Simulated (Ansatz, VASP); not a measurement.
# Two plane-wave programs on NbIn26As27

```
Nb In As
1.0
     0.00000    9.05400    9.05400
     9.05400    0.00000    9.05400
     9.05400    9.05400    0.00000
Nb In As
1 26 27
Direct
  0.00013 0.99980 0.00025
  0.99800 0.99827 0.33597
  0.99795 0.99815 0.66766
  0.99810 0.33626 0.99789
  0.99981 0.33348 0.33332
  0.99793 0.33660 0.66746
  0.99813 0.66768 0.99795
  0.99809 0.66801 0.33568
  0.99888 0.66737 0.66658
  0.33625 0.99810 0.99812
  0.33333 0.99989 0.33342
  0.33583 0.99818 0.66799
  0.33344 0.33339 0.99980
  0.33331 0.33348 0.33340
  0.33497 0.33514 0.66493
  0.33629 0.66764 0.99803
  0.33502 0.66504 0.33499
  0.33493 0.66511 0.66501
  0.66785 0.99814 0.99816
  0.66742 0.99813 0.33654
  0.66691 0.99898 0.66714
  0.66777 0.33631 0.99796
  0.66498 0.33510 0.33487
  0.66493 0.33516 0.66490
  0.66699 0.66726 0.99885
  0.66491 0.66505 0.33498
  0.66698 0.66736 0.66683
  0.07855 0.07863 0.07828
  0.08273 0.08288 0.41719
  0.07792 0.07872 0.76502
  0.08284 0.41717 0.08272
  0.08273 0.41744 0.41702
  0.08524 0.41670 0.74894
  0.07874 0.76449 0.07807
  0.08529 0.74938 0.41603
  0.08521 0.74927 0.74900
  0.41736 0.08280 0.08285
  0.41691 0.08287 0.41748
  0.41628 0.08542 0.74922
  0.41732 0.41711 0.08280
  0.41641 0.41647 0.41636
  0.41636 0.41653 0.75073
  0.41642 0.74922 0.08525
  0.41635 0.75084 0.41643
  0.41638 0.74929 0.74911
  0.76487 0.07849 0.07871
  0.74907 0.08539 0.41653
  0.74905 0.08544 0.74925
  0.74918 0.41662 0.08514
  0.75074 0.41648 0.41633
  0.74903 0.41666 0.74903
  0.74922 0.74926 0.08524
  0.74916 0.74927 0.41624
  0.74998 0.75013 0.74994
```

Alike in both runs: task single point; functional PBE; k mesh 1 × 1 × 1; occupations gaussian, width 0.05 eV; collinear spin.

|  | VASP | Ansatz |
| --- | --- | --- |
| version | VASP 6.6.1 | Ansatz 0.2.0 |
| potentials or method | VASP PAW PBE potentials, release 64 (Nb_sv, In_d, As), cutoff 400 eV | scalar-relativistic, plane waves, PAW |
| valence electrons in the cell | 486 | 756 |

VASP gave:

```
gap on the k mesh at the Fermi level (eV) : 0.42
rms of the force components (eV/Å)        : 0.006
net moment per atom (μB)                  : 0.00
```

Problem. Which values does Ansatz return?

Solution. gap on the k mesh at the Fermi level (eV): 0.43; rms of the force components (eV/Å): 0.005; net moment per atom (μB): 0.00.

Atom by atom the forces differ by 0.002 eV/Å (rms over components). With one functional, cell and mesh, what is left measures potentials, basis and numerics. VASP's potentials hold 486 valence electrons a cell and Ansatz's 756, so a difference there can come from the potentials and not from the codes.
